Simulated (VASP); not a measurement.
Runs of VASP 6.6.1 on Pd. The structure is that of space group Fm-3m (No. 225), or close to it. The cells are those of the table. 

```csv
potentials or basis,cell,cutoff (eV),gap on the mesh (eV),pressure (GPa)
"VASP PAW PBE potentials, release 64 (Pd)","a = 2.795 Å, angles 60.0°, 1 atom",520,none,(a)
"VASP PAW PBE potentials, release 64 (Pd)","a = 2.823 Å, angles 60.0°, 1 atom",520,none,(b)
"VASP PAW PBE potentials, release 64 (Pd_sv_GW)","a = 2.739 Å, angles 60.0°, 1 atom",470,none,0.4
"VASP PAW PBE potentials, release 64 (Pd)","a = 2.767 Å, angles 60.0°, 1 atom",520,none,-1.2
"VASP PAW PBE potentials, release 64 (Pd_sv_GW)","a = 2.767 Å, angles 60.0°, 1 atom",470,none,-5.2
```

Alike in all rows: task single point; level HSE06; no spin polarisation; k mesh 6 × 6 × 6; smearing fermi-dirac 0.1 eV.

Task: Estimate the missing entries.

Result: (a) -5.8; (b) -9.5.

Caveats: all runs use coarse meshes; the PAW data sets were made with another functional, which shifts forces and pressure a little.

A k mesh can miss the band edges, and the runs leave out spin-orbit coupling on Pd.

A gap of «none» marks levels without a gap at the run's occupations.

The runs don't all hold the same shells in valence.
